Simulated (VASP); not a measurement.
LiC4, 5 atoms in the cell. It takes space group Cmmm (No. 65, orthorhombic). Conventional cell: a = 7.432 Å, b = 7.432 Å, c = 3.416 Å, α = 90.00°, β = 90.00°, γ = 90.00°. Li (site symmetry mmm) has 6 C at 2.24 to 2.27 Å within 3.0 Å. Within 3.0 Å of C (site symmetry 2mm) lie 1 Li at 2.27 Å and 1 C at 2.90 Å. Within 3.0 Å of C (site symmetry m2m) lie 2 Li at 2.24 Å and 1 C at 2.90 Å. 

| Quantity | Value |
| --- | --- |
| Program | VASP 6.6.1 |
| Task | single point |
| Functional | PBE |
| Potentials or basis | VASP PAW PBE potentials, release 64 (Li_sv, C) |
| Cutoff | 520 eV |
| k mesh | 4 × 4 × 6 |
| Occupations | gaussian, width 0.1 eV |
| Spin | no spin polarisation |
| Dipole correction | no |
| Further INCAR settings | ALGO = Normal; EDIFF = 1e-07; NBANDS = 18 |

Potentials or basis: VASP PAW PBE potentials, release 64 (Li_sv, C).

The run is started by

```sh
$ cat potpaw_PBE.64/Li_sv/POTCAR potpaw_PBE.64/C/POTCAR > POTCAR
$ mpirun -np 1 vasp_std > vasp.out
```

Hardware: 1 thread of Intel(R) Xeon(R) 6975P-C (Granite Rapids), on a shared host.

Problem. Estimate the wall time of this run.

Solution. Wall time 18 s on 1 thread of Intel(R) Xeon(R) 6975P-C (Granite Rapids) (shared host), peak memory 0.2 GiB. Counts: scf iterations 15, k points 28.
